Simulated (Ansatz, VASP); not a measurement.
**GaTe3W in VASP and in Ansatz**

```
CELL_PARAMETERS angstrom
3.80979 0.00000 0.00000
0.00000 3.80979 0.00000
0.00000 0.00000 8.90607
ATOMIC_POSITIONS crystal
Ga 0.50000 0.50000 0.00000
Te 0.00000 0.00000 0.29118
Te 0.00000 0.00000 0.70882
Te 0.50000 0.50000 0.50000
W 0.00000 0.00000 0.00000
```

Alike in both runs: functional PBE; k mesh 4 × 4 × 2; occupations gaussian, width 0.1 eV; no spin polarisation.

Ansatz relaxed the structure, and its values are those at the end. VASP's run is a single point on that final structure, the one shown.

|  | VASP | Ansatz |
| --- | --- | --- |
| version | VASP 6.6.1 | Ansatz 0.2.0 |
| potentials or method | VASP PAW PBE potentials, release 64 (Ga_d, Te, W_sv), cutoff 520 eV | scalar-relativistic, plane waves, PAW |
| valence electrons in the cell | 45 | 75 |

```csv
,VASP,Ansatz,Ansatz less VASP
gap on the k mesh at the Fermi level (eV),none,none,-
pressure (GPa),-0.1,-0.1,+0.03
```

A gap of «none» marks a metal or a gap that the smearing closes. VASP's potentials hold 45 valence electrons a cell and Ansatz's 75, so a difference there can come from the potentials and not from the codes.

The k mesh is coarse, so the values compare programs but aren't converged. Neither program's run includes spin-orbit coupling.
